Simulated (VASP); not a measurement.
The system is NaH.

```
CELL_PARAMETERS angstrom
2.93239 -0.00748 0.00000
-0.00748 2.93239 0.00000
0.00000 0.00000 2.93239
ATOMIC_POSITIONS crystal
Na 0.00000 0.00000 0.00000
H 0.50000 0.50000 0.50000
```

This cell differs from its parent crystal: shear xy strain -0.5%.

Base run:

```yaml
Program: VASP 6.6.1
Functional: r2SCAN
Potentials_or_basis: VASP PAW PBE potentials, release 64 (Na_pv, H)
Cutoff: 520 eV
k_mesh: 8 × 8 × 8
Occupations: gaussian, width 0.01 eV
Spin: no spin polarisation
```

Its results: band gap on the k mesh 1.61 eV (least direct gap 5.17 eV); pressure -0.3 GPa.

Q: The run is repeated on the same cell with these changes: functional from r2SCAN to HSE06; k mesh from 8 × 8 × 8 to 6 × 6 × 6. What comes out?

A: Band gap on the k mesh 1.88 eV (least direct gap 5.71 eV); pressure 0.3 GPa.

Several settings changed at once.

Caveats: the structure was generated, so it needn't be the stable form of NaH; the PAW data sets were made with another functional, which shifts forces and pressure a little.

A k mesh can miss the band edges.
